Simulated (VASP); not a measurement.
The system is RuBrF3.

```
Ru Br F
1.0
     4.10110    0.00000    0.00000
     0.00000    4.10110    0.00000
     0.00000    0.00000    4.10110
Ru Br F
1 1 3
Cartesian
  2.0506 2.0506 2.0506
  0.0000 0.0000 0.0000
  0.0000 2.0506 2.0506
  2.0506 0.0000 2.0506
  2.0506 2.0506 0.0000
```

| Quantity | Value |
| --- | --- |
| Program | VASP 6.6.1 |
| Task | relaxation of cell and atoms |
| Functional | PBE |
| Potentials or basis | VASP PAW PBE potentials, release 64 (Ru_pv, Br, F) |
| Cutoff | 600 eV |
| k mesh | 4 × 4 × 4 |
| Occupations | gaussian, width 0.1 eV |
| Spin | collinear spin, ferromagnetic start |
| Starting moments | [1.0, 0.0, 0.0, 0.0, 0.0] μB |

At the start: pressure 5.8 GPa; volume 13.80 Å³/atom.

Question: How do energy, volume and symmetry change on relaxing?

Answer: Over 3 steps the energy falls by 12.9 meV/atom and the volume is 14.57 Å³/atom (+5.6 %); space group Pm-3m (No. 221, to 0.05 Å); moment 3.28 μB per cell.

The path:
```tsv
step	energy change (eV)	largest force (eV/Å)	pressure (GPa)	volume (Å³)
1	0.0000	0.0000	5.79	68.98
2	-0.0596	0.0000	-1.35	74.08
3	-0.0645	0.0000	0.05	72.84
```

Final structure:
```
Ru Br F
1.0
     4.17630    0.00000    0.00000
     0.00000    4.17630    0.00000
     0.00000    0.00000    4.17630
Ru Br F
1 1 3
Direct
  0.50000 0.50000 0.50000
  0.00000 0.00000 0.00000
  0.00000 0.50000 0.50000
  0.50000 0.00000 0.50000
  0.50000 0.50000 0.00000
```

Caveat: the k points lie up to 0.38 Å⁻¹ apart in the final cell.
